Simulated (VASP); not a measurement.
## La2O3: single point with PBEsol

La2O3:

```
CELL_PARAMETERS angstrom
6.28418 0.00000 0.00000
-3.14209 5.44226 0.00000
0.00000 0.00000 3.24543
ATOMIC_POSITIONS crystal
La 0.66667 0.33333 0.49810
La 0.33333 0.66667 0.50190
O 0.50461 0.00000 0.00000
O 0.00000 0.50461 0.00000
O 0.49539 0.49539 0.00000
```

This cell differs from its parent crystal: volume scaled by 0.96.

| Quantity | Value |
| --- | --- |
| Program | VASP 6.6.1 |
| Task | single point |
| Functional | PBEsol |
| Potentials or basis | VASP PAW PBE potentials, release 64 (La, O) |
| Cutoff | 520 eV |
| k mesh | 5 × 5 × 8 |
| Occupations | fermi-dirac, width 0.05 eV |
| Spin | no spin polarisation |
| Dipole correction | no |
| Further INCAR settings | ALGO = Normal; EDIFF = 1e-06; NBANDS = 28 |

```yaml
Pressure: 0.6 GPa
Largest_force: 0.033 eV/Å
Band_gap_on_the_k_mesh: 1.35 eV, indirect (least direct gap 1.92 eV)
```

Forces on the atoms (eV/Å):
```
La   0.000  0.000  0.018
La   0.000  0.000 -0.018
O   -0.033  0.000  0.000
O    0.017 -0.029  0.000
O    0.017  0.029  0.000
```

Stress tensor (GPa, compression positive):
```
0.53 0.00 0.00
0.00 0.53 0.00
0.00 0.00 0.75
```

Levels at points of the mesh, in eV from the valence-band top:
```tsv
k point	band 18	band 19	band 20	band 21	band 22	band 23
(0.00, 0.00, 0.00)	-1.11	-0.89	-0.57	1.35	3.42	3.97
(0.00, 0.00, 0.50)	-1.36	-0.47	0.00	4.36	4.38	4.41
```

Wall time 55 s on 1 thread of Intel(R) Xeon(R) 6975P-C (Granite Rapids), on a shared host, peak memory 0.27 GiB.

Caveat: the PAW data sets were made with another functional, which shifts forces and pressure a little; spin-orbit coupling is left out, which moves the levels of the heavy elements. A k mesh can miss the band edges.
